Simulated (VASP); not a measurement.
# SrO (F-43m) in VASP: further runs

Runs on SrO. Level: HSE06. Tasks: single point.

Program: VASP 6.6.1. These are calculated values, not measurements. Logs are shortened: lines on timing, memory, paths and dates and some standing lists are left out, and cuts for length are marked.

## Step 1: The cell of the first run

The structure is cubic, space group F-43m (No. 216). Conventional cell: a = 5.585 Å, b = 5.585 Å, c = 5.585 Å, α = 90.00°, β = 90.00°, γ = 90.00°. Sr (site symmetry -43m) has 4 O at 2.42 Å within 3.2 Å. O (site symmetry -43m) has 4 Sr at 2.42 Å within 3.2 Å.

## Step 2: Single point, HSE06

Input file POSCAR:

```
SrO
1.0
    0.0000000000      2.7922805169      2.7922805169
    2.7922805169      0.0000000000      2.7922805169
    2.7922805169      2.7922805169      0.0000000000
Sr O
1 1
Direct
    0.0000000000      0.0000000000      0.0000000000
    0.2500000000      0.2500000000      0.2500000000
```

Input file INCAR.step1:

```
SYSTEM = SrO
  ALGO = Normal
  EDIFF = 1E-5
  ENCUT = 520
  GGA = PE
  ISIF = 2
  ISMEAR = 0
  LASPH = .TRUE.
  LREAL = .FALSE.
  LWAVE = .TRUE.
  NBANDS = 15
  NELM = 80
  PREC = Accurate
  SIGMA = 0.2
```

Input file INCAR.step2:

```
SYSTEM = SrO
  ALGO = Normal
  EDIFF = 1E-7
  ENCUT = 520
  GGA = PE
  HFSCREEN = 0.2079
  ISIF = 2
  ISMEAR = 0
  ISTART = 1
  LASPH = .TRUE.
  LCHARG = .TRUE.
  LELF = .TRUE.
  LHFCALC = .TRUE.
  LREAL = .FALSE.
  LVHAR = .TRUE.
  LWAVE = .FALSE.
  NBANDS = 15
  NELM = 80
  PREC = Accurate
  PRECFOCK = Normal
  SIGMA = 0.2
```

Input file KPOINTS:

```
k-points
0
G
  4 4 4
  0 0 0
```

Potentials or basis: VASP PAW PBE potentials, release 64 (Sr_sv, O).

The run is started by

```sh
> cat potpaw_PBE.64/Sr_sv/POTCAR potpaw_PBE.64/O/POTCAR > POTCAR
> cp INCAR.step1 INCAR
> mpirun -np 1 vasp_std > vasp.out
> cp INCAR.step2 INCAR
> mpirun -np 1 vasp_std > vasp.out
```

OUTCAR:

```text
SYSTEM = SrO
   EDIFF = 1E-7
   ENCUT = 520
   GGA = PE
   HFSCREEN = 0.2079
   ISIF = 2
   ISMEAR = 0
   ISTART = 1
   LASPH = .TRUE.
   LHFCALC = .TRUE.
   LREAL = .FALSE.
   NELM = 80
   PREC = Accurate
   PRECFOCK = Normal

 ion  position               nearest neighbor table
   1  0.000  0.000  0.000-   2 2.42   2 2.42   2 2.42   2 2.42
   2  0.250  0.250  0.250-   1 2.42   1 2.42   1 2.42   1 2.42

  LATTYP: Found a face centered cubic cell.
 ALAT       =     5.5845610338

  Lattice vectors:

 A1 = (   0.0000000000,   2.7922805169,   2.7922805169)
 A2 = (   2.7922805169,   0.0000000000,   2.7922805169)
 A3 = (   2.7922805169,   2.7922805169,   0.0000000000)

Analysis of symmetry for initial positions (statically):
=====================================================================
 Subroutine PRICEL returns:
 Original cell was already a primitive cell.

 Routine SETGRP: Setting up the symmetry group for a
 face centered cubic supercell.

 Subroutine GETGRP returns: Found 24 space group operations
 (whereof 24 operations were pure point group operations)
 out of a pool of 48 trial point group operations.

The static configuration has the point symmetry T_d .

Analysis of symmetry for dynamics (positions and initial velocities):
=====================================================================
 Subroutine PRICEL returns:
 Original cell was already a primitive cell.

 Routine SETGRP: Setting up the symmetry group for a
 face centered cubic supercell.

 Subroutine GETGRP returns: Found 24 space group operations
 (whereof 24 operations were pure point group operations)
 out of a pool of 48 trial point group operations.

The dynamic configuration has the point symmetry T_d .

 Subroutine INISYM returns: Found 24 space group operations
 (whereof 24 operations are pure point group operations),
 and found     1 'primitive' translations

----------------------------------------------------------------------------------------

                                     Primitive cell

  volume of cell :      43.5419

  direct lattice vectors                    reciprocal lattice vectors
     0.000000000  2.792280517  2.792280517    -0.179065104  0.179065104  0.179065104
     2.792280517  0.000000000  2.792280517     0.179065104 -0.179065104  0.179065104
     2.792280517  2.792280517  0.000000000     0.179065104  0.179065104 -0.179065104

  length of vectors
     3.948880977  3.948880977  3.948880977     0.310149857  0.310149857  0.310149857

  position of ions in fractional coordinates (direct lattice)
     0.000000000  0.000000000  0.000000000
     0.250000000  0.250000000  0.250000000

  ion indices of the primitive-cell ions
   primitive index   ion index
                 1           1
                 2           2

----------------------------------------------------------------------------------------

 KPOINTS: k-points

Automatic generation of k-mesh.
 Grid dimensions read from file:
 generate k-points for:    4    4    4

 Generating k-lattice:

  Cartesian coordinates                     Fractional coordinates (reciprocal lattice)
    -0.044766276  0.044766276  0.044766276     0.250000000  0.000000000  0.000000000
     0.044766276 -0.044766276  0.044766276     0.000000000  0.250000000  0.000000000
     0.044766276  0.044766276 -0.044766276     0.000000000  0.000000000  0.250000000

  Length of vectors
     0.077537464  0.077537464  0.077537464

  Shift w.r.t. Gamma in fractional coordinates (k-lattice)
     0.000000000  0.000000000  0.000000000

 Subroutine IBZKPT returns following result:
 ===========================================

 Found      8 irreducible k-points:

 Following reciprocal coordinates:
            Coordinates               Weight
  0.000000  0.000000  0.000000      1.000000
  0.250000  0.000000  0.000000      8.000000
  0.500000  0.000000  0.000000      4.000000
  0.250000  0.250000  0.000000      6.000000
  0.500000  0.250000  0.000000     24.000000
 -0.250000  0.250000  0.000000     12.000000
  0.500000  0.500000  0.000000      3.000000
 -0.250000  0.500000  0.250000      6.000000
   k-points           NKPTS =      8   k-points in BZ     NKDIM =     64   number of bands    NBANDS=     15
   number of dos      NEDOS =    301   number of ions     NIONS =      2
   total plane-waves  NPLWV =  27000
   dimension x,y,z NGX =    30 NGY =   30 NGZ =   30
   dimension x,y,z NGXF=    60 NGYF=   60 NGZF=   60
   ions per type =               1   1
   NGX,Y,Z   is equivalent  to a cutoff of  12.63, 12.63, 12.63 a.u.
   NGXF,Y,Z  is equivalent  to a cutoff of  25.26, 25.26, 25.26 a.u.
 SYSTEM =  SrO
   PREC   = accura    normal or accurate (medium, high low for compatibility)
   ISTART =      1    job   : 0-new  1-cont  2-samecut
   ICHARG =      0    charge: 1-file 2-atom 10-const
   ISPIN  =      1    spin polarized calculation?
   LNONCOLLINEAR =      F non collinear calculations
   LSORBIT =      F    spin-orbit coupling
   LASPH  =      T    aspherical Exc in radial PAW
   ENCUT  =  520.0 eV  38.22 Ry    6.18 a.u.   7.34  7.34  7.34*2*pi/ulx,y,z
   NELM   =     80;   NELMIN=  2; NELMDL=  0     # of ELM steps
   EDIFF  = 0.1E-06   stopping-criterion for ELM
   LREAL  =      F    real-space projection
   EDIFFG = 0.1E-05   stopping-criterion for IOM
   NSW    =      0    number of steps for IOM
   IBRION =     -1    ionic relax: 0-MD 1-quasi-New 2-CG
   NFREE  =      0    steps in history (QN), initial steepest desc. (CG)
   ISIF   =      2    stress and relaxation
   ISYM   =      3    0-nonsym 1-usesym 2-fastsym
   POTIM  = 0.5000    time-step for ionic-motion
   TEBEG  =    0.0;   TEEND  =   0.0 temperature during run
   PSTRESS=    0.0 pullay stress
   NELECT =      16.0000    total number of electrons
   NUPDOWN=      -1.0000    fix difference up-down
   EMIN   =  10.00;   EMAX   =-10.00  energy-range for DOS
   EFERMI =   0.00;   METHOD = LEGACY
   ISMEAR =     0;   SIGMA  =   0.20  broadening in eV -4-tet -1-fermi 0-gaus
   EFERMI_NEDOS =   21; number of points for ismear=-14 and -15
   IALGO  =     38    algorithm
   IMIX   =      1    mixing-type and parameters
     AMIX     =   0.40;   BMIX     =  1.00
     AMIX_MAG =   1.60;   BMIX_MAG =  1.00
  volume/ion in A,a.u.               =      21.77       146.92
  Fermi-wavevector in a.u.,A,eV,Ry     =   1.172589  2.215872 18.707531  1.374965
  Thomas-Fermi vector in A             =   2.309015
   LORBIT       =      0    0 simple, 1 ext, 2 COOP (PROOUT), +10 PAW based schemes
   GGA     = PE    functional components
   LHFCALC =     T    Hartree Fock is set to
   PRECFOCK=normal    Normal, Fast or Accurate (Low or Medium for compatibility)
   ENCUT4O =  -1.0   cutoff for four orbital integrals eV
   NKREDX  =     1    reduce k-point grid by
   NKREDY  =     1    reduce k-point grid by
   NKREDZ  =     1    reduce k-point grid by
   AEXX    =    0.2500 exact exchange contribution
   HFSCREEN=    0.2079 screening length (either q_TF or 0.3 A-1)
   HFSCREENC=   0.2079 screening length for correlation (either q_TF or 0.3 A-1)
   ENCUTFOCK=  -1.0 apply spherical cutoff to Coloumb kernel
   IVDW    =     0    specifies the selected vdW correction
   LEPSILON=     F    determine dielectric tensor
   LRPA    =     F    only Hartree local field effects (RPA)
 non-spin polarized calculation
 Gauss-broadening in eV      SIGMA  =   0.20
  energy-cutoff  :      520.00
  volume of cell :       43.54
 maximum number of plane-waves:      1211
 NGX is ok and might be reduce to    30
  NGX = 24; NGY = 24; NGZ = 24

 number of electron      16.0000001 magnetization

 Free energy of the ion-electron system (eV)
  ---------------------------------------------------
  ext. energy  EPLUGINS =         0.00000000
  ---------------------------------------------------
  free energy    TOTEN  =       -13.83863953 eV

  energy without entropy =      -13.83863953  energy(sigma->0) =      -13.83863953

 E-fermi :   0.3251     XC(G=0):  -7.1361

 val. band max:       -0.7285735480   @ k =  -0.2500   0.5000   0.2500
 cond. band min:       3.1279335080   @ k =   0.0000   0.0000   0.0000
 fundamental gap:      3.8565070559
 Fermi energy:         0.3251175054

 k-point     1 :       0.0000    0.0000    0.0000
  band No.  band energies     occupation
      1     -34.8920      2.00000
      2     -16.9579      2.00000
      3     -15.5009      2.00000
      4     -15.5009      2.00000
      5     -15.5009      2.00000
      6      -1.6150      2.00000
      7      -1.6150      2.00000
      8      -1.6150      2.00000
      9       3.1279      0.00000
     10       9.0511      0.00000
     11       9.0511      0.00000
     12      10.4214      0.00000
     13      10.4214      0.00000
     14      10.4214      0.00000
     15      15.8246      0.00000

 k-point     2 :       0.2500    0.0000    0.0000
  band No.  band energies     occupation
      1     -34.8588      2.00000
      2     -17.6338      2.00000
      3     -15.5501      2.00000
      4     -15.5501      2.00000
      5     -14.9546      2.00000
      6      -1.7238      2.00000
      7      -1.4352      2.00000
      8      -1.4352      2.00000
      9       4.7349      0.00000
     10       8.3777      0.00000
     11       8.3777      0.00000
     12       9.2731      0.00000
     13      11.2655      0.00000
     14      11.2655      0.00000
     15      13.1174      0.00000
[... 77 lines left out ...]
      3     -15.7513      2.00000
      4     -15.7513      2.00000
      5     -14.2965      2.00000
      6      -2.1982      2.00000
      7      -0.7395      2.00000
      8      -0.7395      2.00000
      9       5.2651      0.00000
     10       6.5418      0.00000
     11      10.7618      0.00000
     12      11.0022      0.00000
     13      11.0022      0.00000
     14      12.4910      0.00000
     15      14.0213      0.00000

 k-point     8 :      -0.2500    0.5000    0.2500
  band No.  band energies     occupation
      1     -34.8033      2.00000
      2     -18.2369      2.00000
      3     -15.8869      2.00000
      4     -15.7618      2.00000
      5     -14.1879      2.00000
      6      -1.4553      2.00000
      7      -1.4346      2.00000
      8      -0.7286      2.00000
      9       5.2707      0.00000
     10       6.4757      0.00000
     11       9.5967      0.00000
     12      10.6384      0.00000
     13      12.0464      0.00000
     14      12.7586      0.00000
     15      13.4210      0.00000

------------------------ aborting loop because EDIFF is reached ----------------------------------------

  FORCE on cell =-STRESS in cart. coord.  units (eV):
  Direction    XX          YY          ZZ          XY          YZ          ZX
  --------------------------------------------------------------------------------------
  -------------------------------------------------------------------------------------
  Total        0.0341066      0.0341066      0.0341066     -0.0000000      0.0000000     -0.0000000
  in kB        1.2549938      1.2549938      1.2549938     -0.0000000      0.0000000     -0.0000000
  external PRESSURE =       1.2549938 kB  Pullay stress =       0.0000000 kB

 VOLUME and BASIS-vectors are now :
 -----------------------------------------------------------------------------
  energy-cutoff  :      520.00
  volume of cell :       43.54
      direct lattice vectors                 reciprocal lattice vectors
     0.000000000  2.792280517  2.792280517    -0.179065104  0.179065104  0.179065104
     2.792280517  0.000000000  2.792280517     0.179065104 -0.179065104  0.179065104
     2.792280517  2.792280517  0.000000000     0.179065104  0.179065104 -0.179065104

 POSITION                                       TOTAL-FORCE (eV/Angst)
 -----------------------------------------------------------------------------------
      0.00000      0.00000      0.00000         0.000000      0.000000      0.000000
      1.39614      1.39614      1.39614        -0.000000     -0.000000     -0.000000
 -----------------------------------------------------------------------------------
    total drift:                                0.000001      0.000001     -0.000002

  FREE ENERGIE OF THE ION-ELECTRON SYSTEM (eV)
  ---------------------------------------------------
  free  energy   TOTEN  =       -13.8386395330 eV

  energy  without entropy=      -13.8386395330  energy(sigma->0) =      -13.83863953
```

Wall time 6.1 min (1 thread of Intel Xeon Platinum 8488C (Sapphire Rapids), shared host); peak memory 0.27 GiB.

What came out:

| Quantity | Value |
| --- | --- |
| Free energy | -13.8386 eV |
| Pressure | 0.1 GPa |
| Band gap on the k mesh | 3.86 eV, indirect (least direct gap 4.74 eV) |

Caveat: the k points lie up to 0.49 Å⁻¹ apart; the PAW data sets were made with another functional, which shifts forces and pressure a little.

[end of part 1 of 2]
